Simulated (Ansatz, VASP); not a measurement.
# Two plane-wave programs on TiO2

```
Ti O
1.0
     3.01467    0.00000    0.00000
    -1.50734    2.61078    0.00000
     0.00000    0.00000    4.21978
Ti O
1 2
Direct
  0.00000 0.00000 0.77815
  0.33333 0.66667 0.98359
  0.66667 0.33333 0.54698
```

Alike in both runs: task single point; functional PBE; k mesh 6 × 6 × 4; occupations gaussian, width 0.1 eV; collinear spin.

|  | VASP | Ansatz |
| --- | --- | --- |
| version | VASP 6.6.1 | Ansatz 0.2.0 |
| potentials or method | VASP PAW PBE potentials, release 64 (Ti_sv, O), cutoff 520 eV | scalar-relativistic, plane waves, PAW |
| valence electrons in the cell | 24 | 24 |

```tsv
	VASP	Ansatz	Ansatz less VASP
gap on the k mesh at the Fermi level (eV)	2.27	2.29	+0.024
least direct gap on the mesh (eV)	2.35	2.37	+0.023
pressure (GPa)	5.1	4.4	-0.76
traceless stress, the component that is largest in VASP (GPa)	5.93	6.39	+0.455
rms of the force components (eV/Å)	0.451	0.435	-0.0155
net moment per atom (μB)	0.00	0.00	0.000
```

Atom by atom the forces differ by 0.028 eV/Å (rms over components). With one functional, cell and mesh, what is left measures potentials, basis and numerics. Ansatz's warnings: seeded moment not kept.
